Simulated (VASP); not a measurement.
# Ag (Fm-3m) in VASP: a series of runs

Ag is run at these levels: LDA; tasks: single point.

Program: VASP 6.6.1. These are calculated values, not measurements. Logs are shortened: lines on timing, memory, paths and dates and some standing lists are left out, and cuts for length are marked.

## 1. The cell of the first run

The structure is cubic, space group Fm-3m (No. 225). Conventional cell: a = 3.920 Å, b = 3.920 Å, c = 3.920 Å, α = 90.00°, β = 90.00°, γ = 90.00°. Ag (site symmetry m-3m) has 12 Ag at 2.77 Å within 3.7 Å.

## 2. Single point, LDA (volume scaled by 0.94)

INCAR reads:

```
SYSTEM = Ag
PREC = Accurate
ENCUT = 520
EDIFF = 1E-6
ISMEAR = -1
SIGMA = 0.08
LREAL = .FALSE.
LASPH = .TRUE.
NELM = 100
ALGO = Normal
ISIF = 2
LWAVE = .FALSE.
LCHARG = .TRUE.
LELF = .TRUE.
LVHAR = .TRUE.
NBANDS = 12
```

KPOINTS reads:

```
regular mesh
0
G
  18 18 18
  0 0 0
```

POSCAR reads:

```
Ag
1.0
    0.0000000000      1.9601080033      1.9601080033
    1.9601080033      0.0000000000      1.9601080033
    1.9601080033      1.9601080033      0.0000000000
Ag
1
Direct
    0.0000000000      0.0000000000      0.0000000000
```

Potentials or basis: VASP PAW LDA potentials, release 64 (Ag).

Launch:

```
$ cat potpaw_LDA.64/Ag/POTCAR > POTCAR
$ mpirun -np 1 vasp_std > vasp.out
```

OUTCAR:

```text
SYSTEM = Ag
   PREC = Accurate
   ENCUT = 520
   EDIFF = 1E-6
   ISMEAR = -1
   LREAL = .FALSE.
   LASPH = .TRUE.
   NELM = 100
   ISIF = 2

 ion  position               nearest neighbor table
   1  0.000  0.000  0.000-

  LATTYP: Found a face centered cubic cell.
 ALAT       =     3.9202160066

  Lattice vectors:

 A1 = (   0.0000000000,   1.9601080033,   1.9601080033)
 A2 = (   1.9601080033,   0.0000000000,   1.9601080033)
 A3 = (   1.9601080033,   1.9601080033,   0.0000000000)

Analysis of symmetry for initial positions (statically):
=====================================================================
 Subroutine PRICEL returns:
 Original cell was already a primitive cell.

 Routine SETGRP: Setting up the symmetry group for a
 face centered cubic supercell.

 Subroutine GETGRP returns: Found 48 space group operations
 (whereof 48 operations were pure point group operations)
 out of a pool of 48 trial point group operations.

The static configuration has the point symmetry O_h .

Analysis of symmetry for dynamics (positions and initial velocities):
=====================================================================
 Subroutine PRICEL returns:
 Original cell was already a primitive cell.

 Routine SETGRP: Setting up the symmetry group for a
 face centered cubic supercell.

 Subroutine GETGRP returns: Found 48 space group operations
 (whereof 48 operations were pure point group operations)
 out of a pool of 48 trial point group operations.

The dynamic configuration has the point symmetry O_h .

 Subroutine INISYM returns: Found 48 space group operations
 (whereof 48 operations are pure point group operations),
 and found     1 'primitive' translations

----------------------------------------------------------------------------------------

                                     Primitive cell

  volume of cell :      15.0616

  direct lattice vectors                    reciprocal lattice vectors
     0.000000000  1.960108003  1.960108003    -0.255087985  0.255087985  0.255087985
     1.960108003  0.000000000  1.960108003     0.255087985 -0.255087985  0.255087985
     1.960108003  1.960108003  0.000000000     0.255087985  0.255087985 -0.255087985

  length of vectors
     2.772011322  2.772011322  2.772011322     0.441825350  0.441825350  0.441825350

  position of ions in fractional coordinates (direct lattice)
     0.000000000  0.000000000  0.000000000

  ion indices of the primitive-cell ions
   primitive index   ion index
                 1           1

----------------------------------------------------------------------------------------

 KPOINTS: regular mesh

Automatic generation of k-mesh.
 Grid dimensions read from file:
 generate k-points for:   18   18   18

 Generating k-lattice:

  Cartesian coordinates                     Fractional coordinates (reciprocal lattice)
    -0.014171555  0.014171555  0.014171555     0.055555556  0.000000000  0.000000000
     0.014171555 -0.014171555  0.014171555     0.000000000  0.055555556  0.000000000
     0.014171555  0.014171555 -0.014171555     0.000000000  0.000000000  0.055555556

  Length of vectors
     0.024545853  0.024545853  0.024545853

  Shift w.r.t. Gamma in fractional coordinates (k-lattice)
     0.000000000  0.000000000  0.000000000

 Subroutine IBZKPT returns following result:
 ===========================================

 Found    195 irreducible k-points:

 Following reciprocal coordinates:
            Coordinates               Weight
  0.000000  0.000000  0.000000      1.000000
  0.055556  0.000000  0.000000      8.000000
  0.111111  0.000000  0.000000      8.000000
  0.166667  0.000000  0.000000      8.000000
  0.222222  0.000000  0.000000      8.000000
  0.277778  0.000000  0.000000      8.000000
[... 16 lines left out ...]
 -0.277778  0.055556  0.000000     24.000000
 -0.222222  0.055556  0.000000     24.000000
 [... further k-points ...]
   k-points           NKPTS =    195   k-points in BZ     NKDIM =    195   number of bands    NBANDS=     12
   number of dos      NEDOS =    301   number of ions     NIONS =      1
   total plane-waves  NPLWV =  13824
   dimension x,y,z NGX =    24 NGY =   24 NGZ =   24
   dimension x,y,z NGXF=    48 NGYF=   48 NGZF=   48
   ions per type =               1
   NGX,Y,Z   is equivalent  to a cutoff of  14.39, 14.39, 14.39 a.u.
   NGXF,Y,Z  is equivalent  to a cutoff of  28.79, 28.79, 28.79 a.u.
 SYSTEM =  Ag
   PREC   = accura    normal or accurate (medium, high low for compatibility)
   ISTART =      0    job   : 0-new  1-cont  2-samecut
   ICHARG =      2    charge: 1-file 2-atom 10-const
   ISPIN  =      1    spin polarized calculation?
   LNONCOLLINEAR =      F non collinear calculations
   LSORBIT =      F    spin-orbit coupling
   LASPH  =      T    aspherical Exc in radial PAW
   ENCUT  =  520.0 eV  38.22 Ry    6.18 a.u.   5.15  5.15  5.15*2*pi/ulx,y,z
   NELM   =    100;   NELMIN=  2; NELMDL= -5     # of ELM steps
   EDIFF  = 0.1E-05   stopping-criterion for ELM
   LREAL  =      F    real-space projection
   EDIFFG = 0.1E-04   stopping-criterion for IOM
   NSW    =      0    number of steps for IOM
   IBRION =     -1    ionic relax: 0-MD 1-quasi-New 2-CG
   NFREE  =      0    steps in history (QN), initial steepest desc. (CG)
   ISIF   =      2    stress and relaxation
   ISYM   =      2    0-nonsym 1-usesym 2-fastsym
   POTIM  = 0.5000    time-step for ionic-motion
   TEBEG  =    0.0;   TEEND  =   0.0 temperature during run
   PSTRESS=    0.0 pullay stress
   NELECT =      11.0000    total number of electrons
   NUPDOWN=      -1.0000    fix difference up-down
   EMIN   =  10.00;   EMAX   =-10.00  energy-range for DOS
   EFERMI =   0.00;   METHOD = LEGACY
   ISMEAR =    -1;   SIGMA  =   0.08  broadening in eV -4-tet -1-fermi 0-gaus
   EFERMI_NEDOS =   21; number of points for ismear=-14 and -15
   IALGO  =     38    algorithm
   IMIX   =      4    mixing-type and parameters
     AMIX     =   0.40;   BMIX     =  1.00
     AMIX_MAG =   1.60;   BMIX_MAG =  1.00
  volume/ion in A,a.u.               =      15.06       101.64
  Fermi-wavevector in a.u.,A,eV,Ry     =   1.474288  2.786001 29.572613  2.173526
  Thomas-Fermi vector in A             =   2.589078
   LORBIT       =      0    0 simple, 1 ext, 2 COOP (PROOUT), +10 PAW based schemes
   GGA     = CA    functional components
   LHFCALC =     F    Hartree Fock is set to
   AEXX    =    0.0000 exact exchange contribution
   IVDW    =     0    specifies the selected vdW correction
   LEPSILON=     F    determine dielectric tensor
   LRPA    =     F    only Hartree local field effects (RPA)
 non-spin polarized calculation
  energy-cutoff  :      520.00
  volume of cell :       15.06
 maximum number of plane-waves:       419
 NGX is ok and might be reduce to    24
   NGX = 11   NGY = 11   NGZ = 11

 number of electron      10.9999998 magnetization

 Free energy of the ion-electron system (eV)
  ---------------------------------------------------
  ext. energy  EPLUGINS =         0.00000000
  ---------------------------------------------------
  free energy    TOTEN  =        -3.75637123 eV

  energy without entropy =       -3.75154028  energy(sigma->0) =       -3.75395575

 E-fermi :  10.0398     XC(G=0): -13.3274

 val. band max:       10.0242069190   @ k =   0.5000   0.2778   0.1111
 cond. band min:      10.1141902802   @ k =   0.5000   0.1111   0.0000
 fundamental gap:      0.0899833611
 Fermi energy:        10.0398076066

 k-point     1 :       0.0000    0.0000    0.0000
  band No.  band energies     occupation
      1       1.2311      2.00000
      2       4.7517      2.00000
      3       4.7517      2.00000
      4       4.7517      2.00000
      5       6.0625      2.00000
      6       6.0625      2.00000
      7      26.2382      0.00000
      8      30.4914      0.00000
      9      30.4914      0.00000
     10      30.4914      0.00000
     11      35.8472      0.00000
     12      37.7798      0.00000

 k-point     2 :       0.0556    0.0000    0.0000
  band No.  band energies     occupation
      1       1.3384      2.00000
      2       4.7218      2.00000
      3       4.7850      2.00000
      4       4.7850      2.00000
      5       6.0484      2.00000
      6       6.0484      2.00000
      7      26.3082      0.00000
      8      29.6740      0.00000
      9      30.5770      0.00000
     10      30.5770      0.00000
     11      36.2016      0.00000
     12      37.5725      0.00000

 k-point     3 :       0.1111    0.0000    0.0000
  band No.  band energies     occupation
      1       1.6480      2.00000
      2       4.6505      2.00000
      3       4.8718      2.00000
      4       4.8718      2.00000
      5       6.0200      2.00000
      6       6.0200      2.00000
      7      26.3340      0.00000
      8      28.1170      0.00000
      9      30.8089      0.00000
     10      30.8089      0.00000
     11      35.3388      0.00000
     12      36.9286      0.00000

 k-point     4 :       0.1667    0.0000    0.0000
  band No.  band energies     occupation
      1       2.1103      2.00000
      2       4.6025      2.00000
      3       4.9687      2.00000
      4       4.9687      2.00000
      5       6.0217      2.00000
      6       6.0217      2.00000
      7      25.2529      0.00000
      8      27.3615      0.00000
      9      31.1025      0.00000
     10      31.1025      0.00000
     11      34.3570      0.00000
     12      35.9477      0.00000

 k-point     5 :       0.2222    0.0000    0.0000
  band No.  band energies     occupation
      1       2.5908      2.00000
      2       4.7300      2.00000
      3       5.0106      2.00000
      4       5.0106      2.00000
      5       6.1162      2.00000
      6       6.1162      2.00000
      7      23.2109      0.00000
      8      27.2034      0.00000
      9      31.2735      0.00000
     10      31.2735      0.00000
     11      34.0430      0.00000
     12      34.9694      0.00000

 k-point     6 :       0.2778    0.0000    0.0000
  band No.  band energies     occupation
      1       2.8686      2.00000
      2       4.9718      2.00000
      3       4.9718      2.00000
      4       5.2649      2.00000
      5       6.3204      2.00000
      6       6.3204      2.00000
      7      21.0085      0.00000
      8      26.8416      0.00000
      9      31.0421      0.00000
     10      31.0421      0.00000
     11      34.4176      0.00000
     12      34.4225      0.00000

 k-point     7 :       0.3333    0.0000    0.0000
  band No.  band energies     occupation
      1       2.9079      2.00000
      2       4.8884      2.00000
      3       4.8884      2.00000
      4       6.2361      2.00000
      5       6.5798      2.00000
      6       6.5798      2.00000
      7      18.8232      0.00000
      8      26.3506      0.00000
      9      30.3996      0.00000
     10      30.3996      0.00000
     11      34.3791      0.00000
     12      34.3791      0.00000

 k-point     8 :       0.3889    0.0000    0.0000
  band No.  band energies     occupation
      1       2.8519      2.00000
      2       4.8031      2.00000
      3       4.8031      2.00000
      4       6.8247      2.00000
      5       6.8247      2.00000
      6       7.4516      2.00000
      7      16.7797      0.00000
      8      25.9079      0.00000
      9      29.6989      0.00000
     10      29.6989      0.00000
     11      34.5478      0.00000
     12      34.5478      0.00000
[... 166 lines left out ...]
 k-point    20 :      -0.4444    0.0556    0.0000
  band No.  band energies     occupation
      1       2.8473      2.00000
      2       4.6914      2.00000
      3       4.7800      2.00000
      4       6.7687      2.00000
      5       6.9819      2.00000
      6       9.3338      1.99971
      7      14.7221      0.00000
      8      25.5399      0.00000
      9      28.3134      0.00000
     10      29.0602      0.00000
     11      34.9258      0.00000
     12      35.0639      0.00000

 k-point    21 :      -0.3889    0.0556    0.0000
  band No.  band energies     occupation
      1       2.8985      2.00000
      2       4.7483      2.00000
      3       4.8221      2.00000
      4       6.5803      2.00000
      5       6.7876      2.00000
      6       8.3309      2.00000
      7      16.2071      0.00000
      8      25.7380      0.00000
      9      28.4196      0.00000
     10      29.8168      0.00000
     11      34.7180      0.00000
     12      34.8169      0.00000

 k-point    22 :      -0.3333    0.0556    0.0000
  band No.  band energies     occupation
      1       2.9666      2.00000
      2       4.8333      2.00000
      3       4.8990      2.00000
      4       6.0924      2.00000
      5       6.5182      2.00000
      6       7.3739      2.00000
      7      18.1764      0.00000
      8      26.0846      0.00000
      9      28.8100      0.00000
     10      30.8928      0.00000
     11      34.2853      0.00000
     12      34.3771      0.00000

 k-point    23 :      -0.2778    0.0556    0.0000
  band No.  band energies     occupation
      1       2.9825      2.00000
      2       4.9087      2.00000
      3       4.9907      2.00000
      4       5.3620      2.00000
      5       6.2279      2.00000
      6       6.7930      2.00000
      7      20.3357      0.00000
      8      26.5052      0.00000
      9      29.3823      0.00000
     10      32.1760      0.00000
     11      33.5043      0.00000
     12      33.9558      0.00000

 k-point    24 :      -0.2222    0.0556    0.0000
  band No.  band energies     occupation
      1       2.8023      2.00000
      2       4.7020      2.00000
      3       5.0549      2.00000
      4       5.0554      2.00000
      5       5.9886      2.00000
      6       6.4368      2.00000
      7      22.5499      0.00000
      8      26.8751      0.00000
      9      29.9252      0.00000
     10      32.8326      0.00000
     11      32.9201      0.00000
     12      34.2373      0.00000

 [... further k-points ...]
[... 5 lines left out ...]
  --------------------------------------------------------------------------------------
  -------------------------------------------------------------------------------------
  Total        0.9734662      0.9734662      0.9734662      0.0000000     -0.0000000     -0.0000000
  in kB      103.5527039    103.5527039    103.5527039      0.0000000     -0.0000000     -0.0000000
  external PRESSURE =     103.5527039 kB  Pullay stress =       0.0000000 kB

 VOLUME and BASIS-vectors are now :
 -----------------------------------------------------------------------------
  energy-cutoff  :      520.00
  volume of cell :       15.06
      direct lattice vectors                 reciprocal lattice vectors
     0.000000000  1.960108003  1.960108003    -0.255087985  0.255087985  0.255087985
     1.960108003  0.000000000  1.960108003     0.255087985 -0.255087985  0.255087985
     1.960108003  1.960108003  0.000000000     0.255087985  0.255087985 -0.255087985

 POSITION                                       TOTAL-FORCE (eV/Angst)
 -----------------------------------------------------------------------------------
      0.00000      0.00000      0.00000         0.000000      0.000000      0.000000
 -----------------------------------------------------------------------------------
    total drift:                               -0.000000      0.000000     -0.000000

  FREE ENERGIE OF THE ION-ELECTRON SYSTEM (eV)
  ---------------------------------------------------
  free  energy   TOTEN  =        -3.7563712291 eV

  energy  without entropy=       -3.7515402768  energy(sigma->0) =       -3.75395575
```

It took 50 s on 1 thread of AMD EPYC 7R13, shared host; peak memory 0.13 GiB.

Results:

* Free energy: -3.7564 eV
* Pressure: 10.4 GPa

Levels at points of the mesh, in eV from the Fermi level:
| k point | band 4 | band 5 | band 6 | band 7 | band 8 | band 9 |
| --- | --- | --- | --- | --- | --- | --- |
| (0.00, 0.00, 0.00) | -5.29 | -3.98 | -3.98 | 16.20 | 20.45 | 20.45 |
| (0.50, 0.00, 0.00) | -2.98 | -2.98 | -0.81 | 4.31 | 15.47 | 18.98 |
| (0.50, 0.50, 0.00) | -2.72 | -2.72 | 1.40 | 7.74 | 11.17 | 11.17 |

(Part 1 of 2 ends here.)
